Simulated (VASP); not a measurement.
C, 2 atoms in the cell. It takes space group R-3m (No. 166, trigonal). The conventional cell has a = 2.456 Å, b = 2.456 Å, c = 10.041 Å, α = 90.00°, β = 90.00°, γ = 120.00°. Within 1.9 Å of C (site symmetry 3m) lie 3 C at 1.42 Å. 

* Program: VASP 6.6.1
* Task: single point
* Functional: PBE
* Potentials or basis: VASP PAW PBE potentials, release 64 (C)
* Cutoff: 520 eV
* k mesh: 11 × 11 × 11
* Occupations: gaussian, width 0.1 eV
* Spin: no spin polarisation
* Dipole correction: no
* Further INCAR settings: ALGO = Normal; EDIFF = 1e-06; NBANDS = 11

Potentials or basis: VASP PAW PBE potentials, release 64 (C).

The run is started by

```sh
$ cat potpaw_PBE.64/C/POTCAR > POTCAR
$ mpirun -np 1 vasp_std > vasp.out
```

Hardware: 1 thread of Intel(R) Xeon(R) 6975P-C (Granite Rapids) (shared host).

Problem. How long does it take, and how much memory?

Solution. It took 22 s on 1 thread of Intel(R) Xeon(R) 6975P-C (Granite Rapids) (shared host), peak memory 0.15 GiB. Counts: scf iterations 11, k points 146.
